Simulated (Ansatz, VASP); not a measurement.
## One calculation of ZnS, two programs

```
Zn S
1.0
     3.84462    0.00000    0.00000
    -1.92231    3.32954    0.00000
     0.00000    0.00000    6.30560
Zn S
2 2
Direct
  0.00000 0.00000 0.00026
  0.33333 0.66667 0.50026
  0.00000 0.00000 0.37474
  0.33333 0.66667 0.87474
```

Alike in both runs: functional PBE; k mesh 12 × 12 × 6; occupations gaussian, width 0.02 eV; no spin polarisation.

Ansatz relaxed the structure, and its values are those at the end. VASP's run is a single point on that final structure, the one shown.

```csv
,VASP,Ansatz
version,VASP 6.6.1,Ansatz 0.2.0
potentials or method,"VASP PAW PBE potentials, release 64 (Zn, S), cutoff 520 eV","scalar-relativistic, plane waves, PAW"
valence electrons in the cell,36,36
```

```tsv
	VASP	Ansatz	Ansatz less VASP
gap on the k mesh at the Fermi level (eV)	2.08	2.08	-0.003
pressure (GPa)	0.2	0.0	-0.15
```
